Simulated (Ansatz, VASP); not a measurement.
**One calculation of Bi, two programs**

```
Bi
1.0
    -4.24540    4.24540    1.46832
     4.24540   -4.24540    1.46832
     4.24540    4.24540   -1.46832
Bi
1
Direct
  0.00000 0.00000 0.00000
```

Alike in both runs: task single point; functional LDA; k mesh 6 × 6 × 6; no spin polarisation.

```csv
,VASP,Ansatz
version,VASP 6.6.1,Ansatz 0.2.0
potentials or method,"VASP PAW LDA potentials, release 64 (Bi_d)","plane waves, PAW"
plane-wave cutoff (eV),520,420
occupations,"methfessel-paxton of order 1, width 0.1 eV","cold, width 0.1 eV"
valence electrons in the cell,15,15
```

|  | VASP | Ansatz | Ansatz less VASP |
| --- | --- | --- | --- |
| pressure (GPa) | -0.4 | -0.4 | -0.02 |
| traceless stress, the component that is largest in VASP (GPa) | -0.42 | -0.59 | -0.164 |

LDA's correlation is that of Perdew and Zunger in VASP and of Perdew and Wang (1992) in Ansatz.

The k mesh is coarse, so the values compare programs but aren't converged. Neither program's run includes spin-orbit coupling.
